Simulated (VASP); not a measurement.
# BiS in VASP: settings compared, part 2 of 3

VASP 6.6.1. The steps go on from the part before.

### Step 4. Single point, PBE

This run uses another cell than the first one, of 27.44 Å³/atom.

INCAR reads:

```
SYSTEM = BiS
PREC = Accurate
ENCUT = 500
EDIFF = 1E-6
ISMEAR = 0
SIGMA = 0.05
LREAL = .False.
LASPH = .True.
NELM = 120
ALGO = Normal
ISIF = 2
LWAVE = .False.
LCHARG = .False.
GGA = PE
NBANDS = 29
GGA_COMPAT = .False.
```

KPOINTS reads:

```
Automatic mesh
0
Gamma
  10 10 6
  0 0 0
```

POSCAR reads:

```
BiS
1.0
    4.2531522690      0.0000000000      0.0000000000
   -2.1265761345      3.7201712902      0.0000000000
    0.0000000000      0.0000000000      6.9376951447
Bi S
2 2
Direct
    0.0000000000      0.0000000000      0.0000000000
    0.0000000000      0.0000000000      0.5000000000
    0.3333333333      0.6666666667      0.2500000000
    0.6666666667      0.3333333333      0.7500000000
```

Potentials or basis: VASP PAW PBE potentials, release 64 (Bi_d, S).

The run is started by

```bash
cat potpaw_PBE.64/Bi_d/POTCAR potpaw_PBE.64/S/POTCAR > POTCAR
mpirun -np 1 vasp_std > vasp.out
```

OUTCAR:

```text
SYSTEM = BiS
   PREC = Accurate
   ENCUT = 500
   EDIFF = 1E-6
   ISMEAR = 0
   LREAL = .False.
   LASPH = .True.
   NELM = 120
   ISIF = 2
   GGA = PE

 ion  position               nearest neighbor table
   1  0.000  0.000  0.000-   3 3.01   4 3.01   4 3.01   3 3.01   4 3.03   3 3.03   2 3.47   2 3.47

   2  0.000  0.000  0.500-   3 3.01   4 3.01   4 3.01   3 3.01   4 3.03   3 3.03   1 3.47   1 3.47

   3  0.333  0.667  0.250-   1 3.01   2 3.01   1 3.01   2 3.01   1 3.03   2 3.03
   4  0.667  0.333  0.750-   1 3.01   2 3.01   1 3.01   2 3.01   1 3.03   2 3.03

  LATTYP: Found a base centered orthorhombic cell.
 ALAT       =     4.2531522690
 B/A-ratio  =     1.7493713156
 C/A-ratio  =     1.6311889878

  Lattice vectors:

 A1 = (   2.1265761345,  -3.7201712902,   0.0000000000)
 A2 = (   2.1265761345,   3.7201712902,   0.0000000000)
 A3 = (   0.0000000000,   0.0000000000,   6.9376951447)

Analysis of symmetry for initial positions (statically):
=====================================================================
 Subroutine PRICEL returns:
 Original cell was already a primitive cell.

 Routine SETGRP: Setting up the symmetry group for a
 base centered orthorhombic supercell.

 Subroutine GETGRP returns: Found  8 space group operations
 (whereof  4 operations were pure point group operations)
 out of a pool of  8 trial point group operations.

The static configuration has the point symmetry C_2h.
 The point group associated with its full space group is D_2h.

Analysis of symmetry for dynamics (positions and initial velocities):
=====================================================================
 Subroutine PRICEL returns:
 Original cell was already a primitive cell.

 Routine SETGRP: Setting up the symmetry group for a
 base centered orthorhombic supercell.

 Subroutine GETGRP returns: Found  8 space group operations
 (whereof  4 operations were pure point group operations)
 out of a pool of  8 trial point group operations.

The dynamic configuration has the point symmetry C_2h.
 The point group associated with its full space group is D_2h.

 Subroutine INISYM returns: Found  8 space group operations
 (whereof  4 operations are pure point group operations),
 and found     1 'primitive' translations

----------------------------------------------------------------------------------------

                                     Primitive cell

  volume of cell :     109.7714

  direct lattice vectors                    reciprocal lattice vectors
     4.253152269  0.000000000  0.000000000     0.235119727  0.134402413  0.000000000
    -2.126576135  3.720171290  0.000000000     0.000000000  0.268804827  0.000000000
     0.000000000  0.000000000  6.937695145     0.000000000  0.000000000  0.144140090

  length of vectors
     4.253152269  4.285090487  6.937695145     0.270823364  0.268804827  0.144140090

  position of ions in fractional coordinates (direct lattice)
     0.000000000  0.000000000  0.000000000
     0.000000000  0.000000000  0.500000000
     0.333333333  0.666666667  0.250000000
     0.666666667  0.333333333  0.750000000

  ion indices of the primitive-cell ions
   primitive index   ion index
                 1           1
                 2           2
                 3           3
                 4           4

----------------------------------------------------------------------------------------

[... 27 lines left out ...]
  0.100000  0.000000  0.000000      4.000000
  0.200000  0.000000  0.000000      4.000000
  0.300000  0.000000  0.000000      4.000000
  0.400000  0.000000  0.000000      4.000000
  0.500000  0.000000  0.000000      2.000000
[... 16 lines left out ...]
  0.000000  0.300000  0.000000      2.000000
  0.100000  0.300000  0.000000      4.000000
 [... further k-points ...]
   k-points           NKPTS =    124   k-points in BZ     NKDIM =    124   number of bands    NBANDS=     29
   number of dos      NEDOS =    301   number of ions     NIONS =      4
   total plane-waves  NPLWV =  55296
   dimension x,y,z NGX =    32 NGY =   32 NGZ =   54
   dimension x,y,z NGXF=    64 NGYF=   64 NGZF=  108
   ions per type =               2   2
   NGX,Y,Z   is equivalent  to a cutoff of  12.51, 12.41, 12.94 a.u.
   NGXF,Y,Z  is equivalent  to a cutoff of  25.02, 24.83, 25.88 a.u.
 SYSTEM =  BiS
   PREC   = accura    normal or accurate (medium, high low for compatibility)
   ISTART =      0    job   : 0-new  1-cont  2-samecut
   ICHARG =      2    charge: 1-file 2-atom 10-const
   ISPIN  =      1    spin polarized calculation?
   LNONCOLLINEAR =      F non collinear calculations
   LSORBIT =      F    spin-orbit coupling
   LASPH  =      T    aspherical Exc in radial PAW
   ENCUT  =  500.0 eV  36.75 Ry    6.06 a.u.   7.75  7.81 12.65*2*pi/ulx,y,z
   NELM   =    120;   NELMIN=  2; NELMDL= -5     # of ELM steps
   EDIFF  = 0.1E-05   stopping-criterion for ELM
   LREAL  =      F    real-space projection
   EDIFFG = 0.1E-04   stopping-criterion for IOM
   NSW    =      0    number of steps for IOM
   IBRION =     -1    ionic relax: 0-MD 1-quasi-New 2-CG
   NFREE  =      0    steps in history (QN), initial steepest desc. (CG)
   ISIF   =      2    stress and relaxation
   ISYM   =      2    0-nonsym 1-usesym 2-fastsym
   POTIM  = 0.5000    time-step for ionic-motion
   TEBEG  =    0.0;   TEEND  =   0.0 temperature during run
   PSTRESS=    0.0 pullay stress
   NELECT =      42.0000    total number of electrons
   NUPDOWN=      -1.0000    fix difference up-down
   EMIN   =  10.00;   EMAX   =-10.00  energy-range for DOS
   EFERMI =   0.00;   METHOD = LEGACY
   ISMEAR =     0;   SIGMA  =   0.05  broadening in eV -4-tet -1-fermi 0-gaus
   EFERMI_NEDOS =   21; number of points for ismear=-14 and -15
   IALGO  =     38    algorithm
   IMIX   =      4    mixing-type and parameters
     AMIX     =   0.40;   BMIX     =  1.00
     AMIX_MAG =   1.60;   BMIX_MAG =  1.00
  volume/ion in A,a.u.               =      27.44       185.19
  Fermi-wavevector in a.u.,A,eV,Ry     =   1.188488  2.245917 19.218289  1.412504
  Thomas-Fermi vector in A             =   2.324617
   LORBIT       =      0    0 simple, 1 ext, 2 COOP (PROOUT), +10 PAW based schemes
   GGA     = PE    functional components
   LHFCALC =     F    Hartree Fock is set to
   AEXX    =    0.0000 exact exchange contribution
   IVDW    =     0    specifies the selected vdW correction
   LEPSILON=     F    determine dielectric tensor
   LRPA    =     F    only Hartree local field effects (RPA)
 non-spin polarized calculation
 Gauss-broadening in eV      SIGMA  =   0.05
  energy-cutoff  :      500.00
  volume of cell :      109.77
 maximum number of plane-waves:      2818
   NGX = 15   NGY = 15   NGZ = 25

 number of electron      41.9999987 magnetization

 Free energy of the ion-electron system (eV)
  ---------------------------------------------------
  ext. energy  EPLUGINS =         0.00000000
  ---------------------------------------------------
  free energy    TOTEN  =       -16.15985387 eV

  energy without entropy =      -16.15721968  energy(sigma->0) =      -16.15853678

 E-fermi :   6.6179     XC(G=0):  -9.6320

 val. band max:        6.6042927797   @ k =   0.5000   0.0000   0.1667
 cond. band min:       6.6219203945   @ k =   0.0000   0.1000   0.5000
 fundamental gap:      0.0176276148
 Fermi energy:         6.6179460797

 k-point     1 :       0.0000    0.0000    0.0000
  band No.  band energies     occupation
      1     -17.2301      2.00000
      2     -17.1723      2.00000
      3     -17.1723      2.00000
      4     -17.1658      2.00000
      5     -17.1648      2.00000
      6     -17.1644      2.00000
[... 757 lines left out ...]
     28      13.1768      0.00000
     29      13.8372      0.00000

 [... further k-points ...]

------------------------ aborting loop because EDIFF is reached ----------------------------------------

  FORCE on cell =-STRESS in cart. coord.  units (eV):
  Direction    XX          YY          ZZ          XY          YZ          ZX
  --------------------------------------------------------------------------------------
  -------------------------------------------------------------------------------------
  Total       -0.4014965     -0.3752998     -0.4393554      0.0000000      0.0000000      0.0000000
  in kB       -5.8600757     -5.4777195     -6.4126488      0.0000000      0.0000000      0.0000000
  external PRESSURE =      -5.9168147 kB  Pullay stress =       0.0000000 kB

 VOLUME and BASIS-vectors are now :
 -----------------------------------------------------------------------------
  energy-cutoff  :      500.00
  volume of cell :      109.77
      direct lattice vectors                 reciprocal lattice vectors
     4.253152269  0.000000000  0.000000000     0.235119727  0.134402413  0.000000000
    -2.126576135  3.720171290  0.000000000     0.000000000  0.268804827  0.000000000
     0.000000000  0.000000000  6.937695145     0.000000000  0.000000000  0.144140090

 POSITION                                       TOTAL-FORCE (eV/Angst)
 -----------------------------------------------------------------------------------
      0.00000      0.00000      0.00000         0.000000      0.000000     -0.000000
      0.00000      0.00000      3.46885         0.000000      0.000000     -0.000000
     -0.00000      2.48011      1.73442         0.000000     -0.012600      0.000000
      2.12658      1.24006      5.20327         0.000000      0.012600     -0.000000
 -----------------------------------------------------------------------------------
    total drift:                                0.000000     -0.000000      0.000000

  FREE ENERGIE OF THE ION-ELECTRON SYSTEM (eV)
  ---------------------------------------------------
  free  energy   TOTEN  =       -16.1598538689 eV

  energy  without entropy=      -16.1572196826  energy(sigma->0) =      -16.15853678
```

Run time: 7 min. Hardware: 1 thread of Intel Xeon 8259CL, shared host; peak memory 0.43 GiB.

What came out:

- Free energy: -16.1599 eV
- Pressure: -0.6 GPa
- Largest force: 0.013 eV/Å
- Band gap on the k mesh: zero (bands 21 and 22 overlap by 2.00 eV)

Forces on the atoms (eV/Å):
```
Bi   0.000  0.000  0.000
Bi   0.000  0.000  0.000
S    0.000 -0.013  0.000
S    0.000  0.013  0.000
```

Caveat: spin-orbit coupling is left out, which moves the levels of the heavy elements.

### Step 5. Relaxation of cell and atoms, PBE

This run uses another cell than the first one, of 23.51 Å³/atom.

INCAR reads:

```
  PREC = Accurate
  ENCUT = 500
  EDIFF = 1E-7
  ISMEAR = 0
  SIGMA = 0.05
  LREAL = False
  LASPH = True
  NELM = 120
  ALGO = Normal
  ISIF = 3
  LWAVE = False
  LCHARG = False
  GGA = PE
  IBRION = 2
  NSW = 80
  EDIFFG = -0.01
  GGA_COMPAT = False
  NELMIN = 4
```

KPOINTS reads:

```
regular mesh
0
Gamma
  10 10 6
```

POSCAR reads:

```
BiS
1.0
    4.2708027251      0.0000000000      0.0000000000
   -2.1354013625      3.6986236545      0.0000000000
    0.0000000000      0.0000000000      5.9524534251
Bi S
2 2
Direct
    0.0000000000      0.0000000000      0.0000000000
    0.0000000000      0.0000000000      0.5000000000
    0.3333333333      0.6666666667      0.2500000000
    0.6666666667      0.3333333333      0.7500000000
```

Potentials or basis: VASP PAW PBE potentials, release 64 (Bi_d, S).

The run is started by

```bash
cat potpaw_PBE.64/Bi_d/POTCAR potpaw_PBE.64/S/POTCAR > POTCAR
mpirun -np 1 vasp_std > vasp.out
```

OUTCAR:

```text
PREC = Accurate
   ENCUT = 500
   EDIFF = 1E-7
   ISMEAR = 0
   LREAL = False
   LASPH = True
   NELM = 120
   ISIF = 3
   GGA = PE
   IBRION = 2
   NSW = 80
   EDIFFG = -0.01
   NELMIN = 4

 ion  position               nearest neighbor table
   1  0.000  0.000  0.000-   3 2.88   4 2.88   3 2.88   4 2.88   4 2.88   3 2.88   2 2.98   2 2.98

   2  0.000  0.000  0.500-   3 2.88   4 2.88   3 2.88   4 2.88   4 2.88   3 2.88   1 2.98   1 2.98

   3  0.333  0.667  0.250-   1 2.88   2 2.88   1 2.88   2 2.88   1 2.88   2 2.88
   4  0.667  0.333  0.750-   1 2.88   2 2.88   1 2.88   2 2.88   1 2.88   2 2.88

  LATTYP: Found a hexagonal cell.
 ALAT       =     4.2708027251
 C/A-ratio  =     1.3937551810

  Lattice vectors:

 A1 = (   4.2708027251,   0.0000000000,   0.0000000000)
 A2 = (  -2.1354013625,   3.6986236545,   0.0000000000)
 A3 = (   0.0000000000,   0.0000000000,   5.9524534251)

Analysis of symmetry for initial positions (statically):
=====================================================================
 Subroutine PRICEL returns:
 Original cell was already a primitive cell.

 Routine SETGRP: Setting up the symmetry group for a
 hexagonal supercell.

 Subroutine GETGRP returns: Found 24 space group operations
 (whereof 12 operations were pure point group operations)
 out of a pool of 24 trial point group operations.
[... 155 lines left out ...]
  energy-cutoff  :      500.00
  volume of cell :       94.03
 maximum number of plane-waves:      2404
 NGX is ok and might be reduce to    32
   NGX = 15   NGY = 15   NGZ = 21

--------------------------------------- Ionic step        1  -------------------------------------------

 number of electron      41.9999981 magnetization

 Free energy of the ion-electron system (eV)
  ---------------------------------------------------
  ext. energy  EPLUGINS =         0.00000000
  ---------------------------------------------------
  free energy    TOTEN  =       -15.39342120 eV

  energy without entropy =      -15.39092352  energy(sigma->0) =      -15.39217236

 E-fermi :   8.5346     XC(G=0): -10.3110

 val. band max:        8.5304872552   @ k =   0.2000   0.2000   0.3333
 cond. band min:       8.5685741077   @ k =   0.3000   0.3000   0.3333
 fundamental gap:      0.0380868525
 Fermi energy:         8.5346495997
[... 1460 lines left out ...]
  FREE ENERGIE OF THE ION-ELECTRON SYSTEM (eV)
  ---------------------------------------------------
  free  energy   TOTEN  =       -16.1044584736 eV

  energy  without entropy=      -16.1015068658  energy(sigma->0) =      -16.10298267

[... ionic steps 4 to 9 ...]

--------------------------------------- Ionic step       10  -------------------------------------------

 number of electron      42.0000002 magnetization

------------------------ aborting loop because EDIFF is reached ----------------------------------------
[... 71 lines left out ...]
--------------------------------------- Ionic step       12  -------------------------------------------

 number of electron      41.9999996 magnetization

 Free energy of the ion-electron system (eV)
  ---------------------------------------------------
  ext. energy  EPLUGINS =         0.00000000
  ---------------------------------------------------
  free energy    TOTEN  =       -16.15624651 eV

  energy without entropy =      -16.15357383  energy(sigma->0) =      -16.15491017

 E-fermi :   6.7461     XC(G=0):  -9.6774

 val. band max:        6.7409449944   @ k =   0.5000  -0.0000   0.1667
 cond. band min:       6.7557781360   @ k =   0.1000   0.0000   0.5000
 fundamental gap:      0.0148331416
 Fermi energy:         6.7461177799
[... 703 lines left out ...]
  FREE ENERGIE OF THE ION-ELECTRON SYSTEM (eV)
  ---------------------------------------------------
  free  energy   TOTEN  =       -16.1562465137 eV

  energy  without entropy=      -16.1535738275  energy(sigma->0) =      -16.15491017

 reached required accuracy - stopping structural energy minimisation
```

It took 22 min on 1 thread of Intel Xeon 8259CL, shared host; peak memory 0.29 GiB.

What came out:

```yaml
Free_energy: -16.1562 eV
Relaxed_volume: 27.17 Å³/atom
Relaxed_cell: a = 4.260 Å, b = 4.260 Å, c = 6.917 Å, α = 90.00°, β = 90.00°, γ = 120.00°
Space_group_after_relaxing_to_0.1_Å: P6_3/mmc (No. 194)
Energy_gained_by_relaxing: 190.7 meV/atom
Ionic_steps: 12
Pressure_after_relaxing: 0.0 GPa
Band_gap_on_the_k_mesh: zero (bands 21 and 22 overlap by 2.01 eV)
```

The path:
| step | energy change (eV) | largest force (eV/Å) | pressure (GPa) | volume (Å³) |
| --- | --- | --- | --- | --- |
| 1 | 0.0000 | 0.0000 | 13.98 | 94.03 |
| 2 | -0.4520 | 0.0000 | -5.57 | 124.62 |
| 3 | -0.7110 | 0.0000 | -0.39 | 111.19 |
| 4 | -0.7310 | 0.0000 | -0.19 | 110.47 |
| 5 | -0.7551 | 0.0000 | 0.37 | 108.78 |
| 6 | -0.7576 | 0.0000 | 0.64 | 108.05 |
| 7 | -0.7577 | 0.0000 | 0.80 | 107.61 |
| 8 | -0.7581 | 0.0000 | -0.88 | 110.38 |
| 9 | -0.7623 | 0.0000 | -0.08 | 109.02 |
| 10 | -0.7623 | 0.0000 | -0.07 | 108.99 |
| 11 | -0.7625 | 0.0000 | -0.06 | 108.92 |
| 12 | -0.7628 | 0.0000 | -0.02 | 108.69 |

Final structure:
```
Bi S
1.0
     4.25980    0.00000    0.00000
    -2.12990    3.68909    0.00000
     0.00000    0.00000    6.91662
Bi S
2 2
Direct
  0.00000 0.00000 0.00000
  0.00000 0.00000 0.50000
  0.33333 0.66667 0.25000
  0.66667 0.33333 0.75000
```

Caveat: the volume moved by over 15 % at a fixed basis, so the end points are rough; spin-orbit coupling is left out, which moves the levels of the heavy elements.

(Continued in part 3 of 3.)
